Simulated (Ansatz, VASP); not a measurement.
**Ta2N: VASP beside Ansatz**

```
Ta N
1.0
     3.11286    0.00000    0.00000
    -1.55643    2.69582    0.00000
     0.00000    0.00000    4.86984
Ta N
2 1
Direct
  0.33333 0.66667 0.25471
  0.66667 0.33333 0.74529
  0.00000 0.00000 0.00000
```

Alike in both runs: task relaxation of cell and atoms; functional r2SCAN; dispersion rVV10; k mesh 10 × 10 × 6; occupations fermi-dirac, width 0.05 eV; no spin polarisation.

|  | VASP | Ansatz |
| --- | --- | --- |
| version | VASP 6.6.1 | Ansatz 0.2.0 |
| potentials or method | VASP PAW PBE potentials, release 64 (Ta_pv, N) | Ansatz PAW |
| plane-wave cutoff (eV) | 600 | 500 |
| valence electrons in the cell | 27 | 31 |

Ansatz gave:

| Property | Result |
| --- | --- |
| gap on the k mesh at the Fermi level, each at its own relaxed structure (eV) | none |
| relaxed volume (Å³/atom) | 13.26 |
| relaxed length of the cell vector where the two differ most in proportion (Å) | 3.063 |

Task: Estimate VASP's values.

Result: gap on the k mesh at the Fermi level, each at its own relaxed structure (eV): none; relaxed volume (Å³/atom): 13.33; relaxed length of the cell vector where the two differ most in proportion (Å): 3.069.

VASP's potentials were made for PBE, not for r2SCAN. A gap of «none» marks a metal or a gap that the smearing closes. VASP's potentials hold 27 valence electrons a cell and Ansatz's 31, so a difference there can come from the potentials and not from the codes.

Spin-orbit coupling is off throughout. Noted on Ansatz's run: the plane-wave basis is chosen anew once the cell has moved, so the energies of steps on either side of that aren't comparable.
